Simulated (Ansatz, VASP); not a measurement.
## GdN: VASP beside Ansatz

```
CELL_PARAMETERS angstrom
0.00000 2.52560 2.52560
2.52560 0.00000 2.52560
2.52560 2.52560 0.00000
ATOMIC_POSITIONS crystal
Gd 0.50000 0.50000 0.50000
N 0.00000 0.00000 0.00000
```

Alike in both runs: task single point; functional PBE; k mesh 12 × 12 × 12; occupations gaussian, width 0.05 eV; collinear spin.

|  | VASP | Ansatz |
| --- | --- | --- |
| version | VASP 6.6.1 | Ansatz 0.2.0 |
| potentials or method | VASP PAW PBE potentials, release 64 (Gd, N), cutoff 520 eV | scalar-relativistic, plane waves, PAW |
| valence electrons in the cell | 23 | 23 |

VASP gave:

| Item | Value |
| --- | --- |
| gap on the k mesh at the Fermi level (eV) | none |
| pressure (GPa) | -5.4 |
| net moment per atom (μB) | 3.50 |
| size of the moment on the site where the two differ most (μB) | 6.80 |

Question: What did Ansatz give for the same quantities?

Answer: gap on the k mesh at the Fermi level (eV): none; pressure (GPa): -5.4; net moment per atom (μB): 3.50; size of the moment on the site where the two differ most (μB): 6.88.

Site moments also hang on the region over which each program counts them. A gap of «none» marks a metal or a gap that the smearing closes.

Neither program's run includes spin-orbit coupling.
